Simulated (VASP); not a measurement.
# Sn: single point with PBEsol+D3(BJ)

The system is Sn.

```
Sn
1.0
    -1.82215    1.73046    1.89742
     1.82215   -1.73046    1.89742
     1.82215    1.73046   -1.89742
Sn
1
Direct
  0.00000 0.00000 0.00000
```

This cell differs from its parent crystal: strain -0.0450 x Voigt [0, 0, 1, 0, 0, 0].

```
Program             : VASP 6.6.1
Task                : single point
Functional          : PBEsol
Dispersion          : D3(BJ)
Potentials or basis : VASP PAW PBE potentials, release 64 (Sn_d)
Cutoff              : 520 eV
k mesh              : 24 × 24 × 24
Occupations         : gaussian, width 0.15 eV
Spin                : no spin polarisation
```

```
Pressure                   : 3.0 GPa
Band gap on the k mesh     : zero (bands 7 and 8 overlap by 11.59 eV)
Dispersion energy per atom : -0.445 eV
```

Stress tensor (GPa, compression positive):
```
3.42 0.00 0.00
0.00 2.66 0.00
0.00 0.00 3.05
```

Levels at points of the mesh, in eV from the Fermi level:
```
           k point  band 5  band 6  band 7  band 8  band 9  band 10
(0.00, 0.00, 0.00)  -21.33  -12.10    8.80    8.89    9.60    11.92
(0.50, 0.00, 0.00)  -21.23   -6.51   -5.11    4.02    5.76     8.67
(0.00, 0.50, 0.00)  -21.24   -6.95   -5.27    4.80    6.80     9.60
(0.50, 0.50, 0.00)  -21.22   -6.23   -4.98    3.48    5.03     8.00
(0.50, 0.50, 0.50)  -21.24   -1.95   -1.52   -0.72    0.43     3.49
```

It took 9.6 min on 1 thread of Oxide Virtual Turin-like Processor, with other jobs on the host, peak memory 0.59 GiB.

Caveat: the cell differs from its parent crystal (strain -0.0450 x Voigt [0, 0, 1, 0, 0, 0]); the cell stands under pressure; the PAW data sets were made with another functional, which shifts forces and pressure a little; spin-orbit coupling is left out, which moves the levels of the heavy elements.
